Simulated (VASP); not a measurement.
A run of VASP 6.6.1 is set up as follows.

Contents of INCAR:

```
SYSTEM = TiC
PREC = Accurate
ENCUT = 520
EDIFF = 1E-6
ISMEAR = -1
SIGMA = 0.05
LREAL = .FALSE.
LASPH = .TRUE.
NELM = 100
ALGO = Normal
ISIF = 2
LWAVE = .FALSE.
LCHARG = .FALSE.
GGA = B5
ALDAX = 1.0
AGGAX = 1.0
AGGAC = 1.0
ALDAC = 0.0
NBANDS = 15
```

The input KPOINTS:

```
Automatic mesh
0
G
  6 6 6
  0 0 0
```

POSCAR

```
TiC
1.0
    0.0000000000      2.1657188437      2.1657188437
    2.1657188437      0.0000000000      2.1657188437
    2.1657188437      2.1657188437      0.0000000000
Ti C
1 1
Direct
    0.0000000000      0.0000000000      0.0000000000
    0.5000000000      0.5000000000      0.5000000000
```

Potentials or basis: VASP PAW PBE potentials, release 64 (Ti_sv, C).

Launch:

```console
$ cat potpaw_PBE.64/Ti_sv/POTCAR potpaw_PBE.64/C/POTCAR > POTCAR
$ mpirun -np 1 vasp_std > vasp.out
```

Problem. Predict the band gap on the k mesh.

Solution. Zero (bands 8 and 9 overlap by 1.02 eV).

Problem. Predict the pressure.

Solution. 8.8 GPa.

Caveat: the k points lie up to 0.42 Å⁻¹ apart, too coarse for converged energies and pressures of a metal; the PAW data sets were made with another functional, which shifts forces and pressure a little.
